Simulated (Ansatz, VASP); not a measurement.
## MgI2: VASP beside Ansatz

Contents of INCAR:

```
  ALGO = Normal
  EDIFF = 1E-6
  ENCUT = 520
  GGA = CA
  ISIF = 2
  ISMEAR = 0
  LASPH = True
  LCHARG = True
  LELF = True
  LREAL = False
  LVHAR = True
  LWAVE = False
  NBANDS = 15
  NELM = 80
  PREC = Accurate
  SIGMA = 0.05
```

KPOINTS

```
k-points
0
Gamma
  6 6 4
```

Contents of POSCAR:

```
MgI2
1.0
    3.9657052472      0.0000000000      0.0000000000
   -1.9828526236      3.4344014880      0.0000000000
    0.0000000000      0.0000000000      6.5052162191
Mg I
1 2
Direct
    0.0000000000      0.0000000000      0.0000000000
    0.3333333333      0.6666666667      0.7299223370
    0.6666666667      0.3333333333      0.2700776630
```

Input for Ansatz:

```yaml
crystal:
  lattice:
    - [3.9657052472, 0.0, 0.0]
    - [-1.9828526236, 3.434401488, 0.0]
    - [0.0, 0.0, 6.5052162191]
  atoms:
    - { symbol: Mg, position: [0.0, 0.0, 0.0] }
    - { symbol: I, position: [0.3333333333, 0.6666666667, 0.729922337] }
    - { symbol: I, position: [0.6666666667, 0.3333333333, 0.270077663] }
basis:
  ecutwfc: 520.0
kpoints:
  mp_grid: { grid: [6, 6, 4] }
hamiltonian:
  xc: lda
scf:
  occupations: { method: gaussian, width: 0.05 }
output:
  forces: true
  stress: true
  eigenvalues: true
```

Alike in both runs: task single point; functional LDA; k mesh 6 × 6 × 4; occupations gaussian, width 0.05 eV; no spin polarisation.

```csv
,VASP,Ansatz
version,VASP 6.6.1,Ansatz 0.2.0
potentials or method,"VASP PAW LDA potentials, release 64 (Mg, I), cutoff 520 eV","scalar-relativistic, plane waves, PAW"
valence electrons in the cell,16,44
```

|  | VASP | Ansatz | Ansatz less VASP |
| --- | --- | --- | --- |
| gap on the k mesh at the Fermi level (eV) | 3.01 | 3.03 | +0.018 |
| least direct gap on the mesh (eV) | 3.58 | 3.56 | -0.014 |
| pressure (GPa) | 0.9 | 1.0 | +0.13 |
| traceless stress, the component that is largest in VASP (GPa) | -1.26 | -1.27 | -0.011 |
| rms of the force components (eV/Å) | 0.267 | 0.262 | -0.0049 |

LDA's correlation is that of Perdew and Zunger in VASP and of Perdew and Wang (1992) in Ansatz. Atom by atom the forces differ by 0.005 eV/Å (rms over components). VASP's potentials hold 16 valence electrons a cell and Ansatz's 44, so a difference there can come from the potentials and not from the codes.

Spin-orbit coupling is off throughout.
